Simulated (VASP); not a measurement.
Zn5BiO:

```
CELL_PARAMETERS angstrom
3.05000 0.00000 0.00000
-1.52500 2.64138 0.00000
0.00000 0.00000 13.40000
ATOMIC_POSITIONS crystal
Zn 0.33333 0.66667 0.47500
Zn 0.66667 0.33333 0.65500
Zn 0.00000 0.00000 0.32500
Zn 0.66667 0.33333 0.17000
Zn 0.00000 0.00000 0.82000
Bi 0.33333 0.66667 0.00000
O 0.00000 0.00000 0.56500
```

* Program: VASP 6.6.1
* Task: relaxation of cell and atoms
* Functional: PBE
* Potentials or basis: VASP PAW PBE potentials, release 64 (Zn, Bi_d, O)
* Cutoff: 600 eV
* k mesh: 6 × 6 × 2
* Occupations: gaussian, width 0.2 eV
* Spin: no spin polarisation

At the start: pressure 12.1 GPa; volume 15.42 Å³/atom.

How do energy, volume and symmetry change on relaxing?

Over 11 steps the energy falls by 118.6 meV/atom and the volume is 17.35 Å³/atom (+12.5 %); space group P3m1 (No. 156, to 0.1 Å) before and after.

Step by step:
```csv
step,energy change (eV),largest force (eV/Å),pressure (GPa),volume (Å³)
1,0.0000,1.3605,12.07,107.95
2,-0.6606,0.5023,-2.83,127.08
3,-0.6811,0.5811,-1.17,123.69
4,-0.7612,0.4823,-0.62,122.57
5,-0.8026,0.3559,0.23,121.03
6,-0.8028,0.3427,0.34,120.89
7,-0.8172,0.2147,-0.04,121.44
8,-0.8229,0.1476,-0.42,122.10
9,-0.8276,0.1261,0.21,121.06
10,-0.8277,0.1230,0.33,120.91
11,-0.8302,0.0564,0.06,121.42
```

Final structure:
```
Zn Bi O
1.0
     3.25199    0.00000    0.00000
    -1.62599    2.81630    0.00000
     0.00000    0.00000   13.25775
Zn Bi O
5 1 1
Direct
  0.33333 0.66667 0.47245
  0.66667 0.33333 0.66026
  0.00000 0.00000 0.32425
  0.66667 0.33333 0.18287
  0.00000 0.00000 0.80583
  0.33333 0.66667 0.99533
  0.00000 0.00000 0.56900
```

Caveat: the k points lie up to 0.37 Å⁻¹ apart in the final cell, too coarse for converged energies and pressures of a metal; the relaxation stopped at a loose force limit of 0.08 eV/Å, so its end isn't a converged minimum.
